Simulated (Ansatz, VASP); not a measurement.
One calculation of Hf, two programs

```
Hf
1.0
    -1.81100    1.81100    1.81100
     1.81100   -1.81100    1.81100
     1.81100    1.81100   -1.81100
Hf
1
Direct
  0.00000 0.00000 0.00000
```

Change from the starting cell: volume scaled by 1.01, crystal datasets.

Alike in both runs: task electric field gradients; functional PBEsol; k mesh 16 × 16 × 16; occupations fermi-dirac, width 0.08 eV; no spin polarisation.

|  | VASP | Ansatz |
| --- | --- | --- |
| version | VASP 6.6.1 | Ansatz 0.2.0 |
| potentials or method | VASP PAW PBE potentials, release 64 (Hf_pv), cutoff 520 eV | all-electron PAW with datasets made for the crystal, scalar-relativistic |

```tsv
	VASP	Ansatz	Ansatz less VASP
pressure (GPa)	-9.9	-9.6	+0.33
```

VASP's potentials were made for PBE, not for PBEsol. Ansatz ran all-electron here, and VASP with PAW potentials.

Neither program's run includes spin-orbit coupling.
